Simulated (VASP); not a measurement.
Set up this calculation in VASP 6.6.1, as the native input.

```
Task                   : single point
Functional             : PBE
Potentials or basis    : VASP PAW PBE potentials, release 64 (W_sv)
Cutoff                 : 520 eV
k mesh                 : 14 × 14 × 14
Occupations            : methfessel-paxton, width 0.1 eV
Spin                   : no spin polarisation
Dipole correction      : no
Further INCAR settings : ALGO = Normal; EDIFF = 1e-06; NBANDS = 13
```

The structure of W lies in POSCAR:

```
W
1.0
   -1.5921723362      1.5921723362      1.5921723362
    1.5921723362     -1.5921723362      1.5921723362
    1.5921723362      1.5921723362     -1.5921723362
W
1
Direct
    0.0000000000      0.0000000000      0.0000000000
```

One way to write it, as run:

INCAR

```
ALGO = Normal ; EDIFF = 1E-6
ENCUT = 520 ; GGA = PE
ISIF = 2 ; ISMEAR = 1
LASPH = T ; LCHARG = F
LREAL = F ; LWAVE = F
NBANDS = 13 ; NELM = 60
PREC = Accurate ; SIGMA = 0.1
```

KPOINTS

```
k-points
0
Gamma
  14 14 14
```

Potentials or basis: VASP PAW PBE potentials, release 64 (W_sv).

Run with:

```bash
$ cat potpaw_PBE.64/W_sv/POTCAR > POTCAR
$ mpirun -np 1 vasp_std > vasp.out
```

It gave:

```
Pressure               : 0.8 GPa
Band gap on the k mesh : zero (band 7 reaches 16.20 eV, above the bottom of band 8 at 9.97 eV)
```

Caveat: spin-orbit coupling is left out, which moves the levels of the heavy elements.

Wall time 45 s on 1 thread of AMD EPYC 7R13, on a shared host, peak memory 0.12 GiB.
